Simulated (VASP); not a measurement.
# NbC (Fm-3m) in VASP: elastic constants with PBE

Aim: the elastic constants of NbC with PBE.

Program: VASP 6.6.1. These are calculated values, not measurements. Logs are shortened: lines on timing, memory, paths and dates and some standing lists are left out, and cuts for length are marked.

## (1) The cell of the first run

The structure is cubic, space group Fm-3m (No. 225). Conventional cell: a = 4.469 Å, b = 4.469 Å, c = 4.469 Å, α = 90.00°, β = 90.00°, γ = 90.00°. Nb (site symmetry m-3m) has 6 C at 2.23 Å within 3.0 Å. Within 3.0 Å of C (site symmetry m-3m) lie 6 Nb at 2.23 Å.

## (2) Elastic constants, PBE

The input, INCAR:

```
PREC = Accurate ; ENCUT = 600
EDIFF = 1E-8 ; ISMEAR = 1
SIGMA = 0.1 ; LREAL = False
LASPH = True ; NELM = 120
ALGO = Normal ; ISIF = 3
LWAVE = False ; LCHARG = False
GGA = PE ; NBANDS = 16
IBRION = 6 ; NFREE = 2
POTIM = 0.015 ; NSW = 1
GGA_COMPAT = False
```

The input, KPOINTS:

```
Automatic mesh
0
Gamma
  17 17 17
```

The input, POSCAR:

```
NbC
1.0
    0.0000000000      2.2345500000      2.2345500000
    2.2345500000      0.0000000000      2.2345500000
    2.2345500000      2.2345500000      0.0000000000
Nb C
1 1
Direct
    0.0000000000      0.0000000000      0.0000000000
    0.5000000000      0.5000000000      0.5000000000
```

Potentials or basis: VASP PAW PBE potentials, release 64 (Nb_sv, C).

The run is started by

```sh
> cat potpaw_PBE.64/Nb_sv/POTCAR potpaw_PBE.64/C/POTCAR > POTCAR
> mpirun -np 1 vasp_std > vasp.out
```

OUTCAR:

```text
PREC = Accurate
   ENCUT = 600
   EDIFF = 1E-8
   ISMEAR = 1
   LREAL = False
   LASPH = True
   NELM = 120
   ISIF = 3
   GGA = PE
   IBRION = 6
   NFREE = 2
   POTIM = 0.015
   NSW = 1

 ion  position               nearest neighbor table
   1  0.000  0.000  0.000-   2 2.23   2 2.23   2 2.23   2 2.23   2 2.23   2 2.23
   2  0.500  0.500  0.500-   1 2.23   1 2.23   1 2.23   1 2.23   1 2.23   1 2.23

  LATTYP: Found a face centered cubic cell.
 ALAT       =     4.4691000000

  Lattice vectors:

 A1 = (   0.0000000000,   2.2345500000,   2.2345500000)
 A2 = (   2.2345500000,   0.0000000000,   2.2345500000)
 A3 = (   2.2345500000,   2.2345500000,   0.0000000000)

Analysis of symmetry for initial positions (statically):
=====================================================================
 Subroutine PRICEL returns:
 Original cell was already a primitive cell.

 Routine SETGRP: Setting up the symmetry group for a
 face centered cubic supercell.

 Subroutine GETGRP returns: Found 48 space group operations
 (whereof 48 operations were pure point group operations)
 out of a pool of 48 trial point group operations.

The static configuration has the point symmetry O_h .

Analysis of symmetry for dynamics (positions and initial velocities):
=====================================================================
 Subroutine PRICEL returns:
 Original cell was already a primitive cell.

 Routine SETGRP: Setting up the symmetry group for a
 face centered cubic supercell.

 Subroutine GETGRP returns: Found 48 space group operations
 (whereof 48 operations were pure point group operations)
 out of a pool of 48 trial point group operations.

The dynamic configuration has the point symmetry O_h .

 Subroutine INISYM returns: Found 48 space group operations
 (whereof 48 operations are pure point group operations),
 and found     1 'primitive' translations

----------------------------------------------------------------------------------------

                                     Primitive cell

  volume of cell :      22.3152

  direct lattice vectors                    reciprocal lattice vectors
     0.000000000  2.234550000  2.234550000    -0.223758699  0.223758699  0.223758699
     2.234550000  0.000000000  2.234550000     0.223758699 -0.223758699  0.223758699
     2.234550000  2.234550000  0.000000000     0.223758699  0.223758699 -0.223758699

  length of vectors
     3.160130916  3.160130916  3.160130916     0.387561435  0.387561435  0.387561435

  position of ions in fractional coordinates (direct lattice)
     0.000000000  0.000000000  0.000000000
     0.500000000  0.500000000  0.500000000

  ion indices of the primitive-cell ions
   primitive index   ion index
                 1           1
                 2           2

----------------------------------------------------------------------------------------

 KPOINTS: Automatic mesh

Automatic generation of k-mesh.
 Grid dimensions read from file:
 generate k-points for:   17   17   17

 Generating k-lattice:

  Cartesian coordinates                     Fractional coordinates (reciprocal lattice)
[... 105 lines left out ...]
  ---------------------------------------------------
  ext. energy  EPLUGINS =         0.00000000
  ---------------------------------------------------
  free energy    TOTEN  =       -20.54519758 eV

  energy without entropy =      -20.54547814  energy(sigma->0) =      -20.54529110

------------------------ aborting loop because EDIFF is reached ----------------------------------------

  FORCE on cell =-STRESS in cart. coord.  units (eV):
  Direction    XX          YY          ZZ          XY          YZ          ZX
  --------------------------------------------------------------------------------------
  -------------------------------------------------------------------------------------
  Total        0.3730905      0.3730905      0.3730905     -0.0000000      0.0000000      0.0000000
  in kB       26.7870269     26.7870269     26.7870269     -0.0000000      0.0000000      0.0000000
  external PRESSURE =      26.7870269 kB  Pullay stress =       0.0000000 kB
[... 89 lines left out ...]
  FREE ENERGIE OF THE ION-ELECTRON SYSTEM (eV)
  ---------------------------------------------------
  free  energy   TOTEN  =       -20.5279334902 eV

  energy  without entropy=      -20.5279679496  energy(sigma->0) =      -20.52794498

[... ionic steps 4 to 14 ...]

--------------------------------------- Ionic step       15  -------------------------------------------

 number of electron      17.0000000 magnetization

------------------------ aborting loop because EDIFF is reached ----------------------------------------
[... 67 lines left out ...]
--------------------------------------- Ionic step       17  -------------------------------------------

 number of electron      17.0000001 magnetization

 Free energy of the ion-electron system (eV)
  ---------------------------------------------------
  ext. energy  EPLUGINS =         0.00000000
  ---------------------------------------------------
  free energy    TOTEN  =       -20.54396733 eV

  energy without entropy =      -20.54424189  energy(sigma->0) =      -20.54405885

 E-fermi :  12.6312     XC(G=0): -13.0885

 val. band max:       12.6098775088   @ k =   0.0000  -0.2353   0.1176
 cond. band min:      12.6405340890   @ k =   0.1176  -0.1765   0.2941
 fundamental gap:      0.0306565801
 Fermi energy:        12.6312126989

 k-point     1 :       0.0000    0.0000    0.0000
  band No.  band energies     occupation
      1     -43.1726      2.00000
      2     -18.8793      2.00000
      3     -18.8790      2.00000
      4     -18.8790      2.00000
      5      -0.8734      2.00000
      6      11.2682      2.00000
[... 433 lines left out ...]
      3     -18.9180      2.00000
      4     -18.8859      2.00000
      5      -0.3384      2.00000
      6       9.5884      2.00000
[... 8 lines left out ...]
     15      23.8000      0.00000
     16      31.4181      0.00000

 [... further k-points ...]

------------------------ aborting loop because EDIFF is reached ----------------------------------------

  FORCE on cell =-STRESS in cart. coord.  units (eV):
  Direction    XX          YY          ZZ          XY          YZ          ZX
  --------------------------------------------------------------------------------------
  -------------------------------------------------------------------------------------
  Total        0.3855450      0.3728625      0.3728625      0.0000000      0.0000000      0.0000000
  in kB       27.6812299     26.7706565     26.7706565      0.0000000      0.0000000      0.0000000
  external PRESSURE =      27.0741810 kB  Pullay stress =       0.0000000 kB
[... 17 lines left out ...]
  FREE ENERGIE OF THE ION-ELECTRON SYSTEM (eV)
  ---------------------------------------------------
  free  energy   TOTEN  =       -20.5439673285 eV

  energy  without entropy=      -20.5442418937  energy(sigma->0) =      -20.54405885

 INTERNAL STRAIN TENSORS FROM STRAINED CELLS
 ============================================

 INTERNAL STRAIN TENSOR FOR ION    1 for displacements in x,y,z  (eV/Angst):
          X           Y           Z          XY          YZ          ZX
  --------------------------------------------------------------------------------
  x     0.00000    -0.00000    -0.00000     0.00000    -0.00000     0.00000
  y    -0.00000    -0.00000     0.00000     0.00000     0.00000     0.00000
  z     0.00000     0.00000    -0.00000     0.00000    -0.00000     0.00000

 INTERNAL STRAIN TENSORS FROM DISPLACED ATOMS
 ============================================

 INTERNAL STRAIN TENSOR FOR ION    1 for displacements in x,y,z  (eV/Angst):
          X           Y           Z          XY          YZ          ZX
  --------------------------------------------------------------------------------
  x     0.00000     0.00000     0.00000     0.00000     0.00000     0.00000
  y     0.00000     0.00000     0.00000     0.00000     0.00000     0.00000
  z     0.00000     0.00000     0.00000     0.00000     0.00000     0.00000

 INTERNAL STRAIN TENSOR FOR ION    2 for displacements in x,y,z  (eV/Angst):
          X           Y           Z          XY          YZ          ZX
  --------------------------------------------------------------------------------
  x     0.00000     0.00000     0.00000     0.00000     0.00000     0.00000
  y     0.00000     0.00000     0.00000     0.00000     0.00000     0.00000
  z     0.00000     0.00000     0.00000     0.00000     0.00000     0.00000

 Eigenvectors and eigenvalues of the dynamical matrix
 ----------------------------------------------------

   1 f  =   15.839201 THz    99.520638 2PiTHz  528.338890 cm-1    65.505644 meV
             X         Y         Z           dx          dy          dz
      0.000000  0.000000  0.000000    -0.338452    0.000000    0.000000
      2.234550  2.234550  2.234550     0.940984    0.000000    0.000000
[... 21 lines left out ...]
   6 f/i=    0.001816 THz     0.011411 2PiTHz    0.060578 cm-1     0.007511 meV
             X         Y         Z           dx          dy          dz
      0.000000  0.000000  0.000000     0.000000   -0.300767   -0.891622
      2.234550  2.234550  2.234550     0.000000   -0.108179   -0.320697

--------------------------------------------------------------------------------------------------------

 ELASTIC MODULI CONTR FROM IONIC RELAXATION (kBar)
 Direction    XX          YY          ZZ          XY          YZ          ZX
 --------------------------------------------------------------------------------
 XX           0.0000      0.0000      0.0000      0.0000      0.0000      0.0000
 YY           0.0000      0.0000      0.0000      0.0000      0.0000      0.0000
 ZZ           0.0000      0.0000      0.0000      0.0000      0.0000      0.0000
 XY           0.0000      0.0000      0.0000      0.0000      0.0000      0.0000
 YZ           0.0000      0.0000      0.0000      0.0000      0.0000      0.0000
 ZX           0.0000      0.0000      0.0000      0.0000      0.0000      0.0000
 --------------------------------------------------------------------------------

 TOTAL ELASTIC MODULI (kBar)
 Direction    XX          YY          ZZ          XY          YZ          ZX
 --------------------------------------------------------------------------------
 XX        7001.3058   1138.3089   1138.3089      0.0000      0.0000      0.0000
 YY        1138.3089   7001.3058   1138.3089     -0.0000     -0.0000      0.0000
 ZZ        1138.3089   1138.3089   7001.3058      0.0000      0.0000     -0.0000
 XY           0.0000     -0.0000      0.0000   1772.1746      0.0000      0.0000
 YZ           0.0000     -0.0000      0.0000      0.0000   1772.1746      0.0000
 ZX           0.0000      0.0000     -0.0000      0.0000      0.0000   1772.1746
 --------------------------------------------------------------------------------
```

Run time: 41 min. Hardware: 1 thread of AMD EPYC 9R45 (Zen 5), shared host; peak memory 0.91 GiB.

Results:

```
Elastic constants C11, C12, C44 : 700, 114, 177 GPa
Voigt bulk modulus              : 309 GPa
Highest phonon frequency at Γ   : 528 cm⁻¹
```

Phonon frequencies in cm⁻¹ (negative: imaginary):
| q point | frequencies |
| --- | --- |
| (0.000, 0.000, 0.000) | 0 0 0 528 528 528 |

Elastic tensor in Voigt notation (GPa, in the Cartesian axes of the cell as first typed):
```
700 114 114   0   0   0
114 700 114   0   0   0
114 114 700   0   0   0
  0   0   0 177   0   0
  0   0   0   0 177   0
  0   0   0   0   0 177
```

Clamped-ion elastic tensor (GPa):
```
700 114 114   0   0   0
114 700 114   0   0   0
114 114 700   0   0   0
  0   0   0 177   0   0
  0   0   0   0 177   0
  0   0   0   0   0 177
```

Caveat: the cell is under stress, which shifts elastic constants.
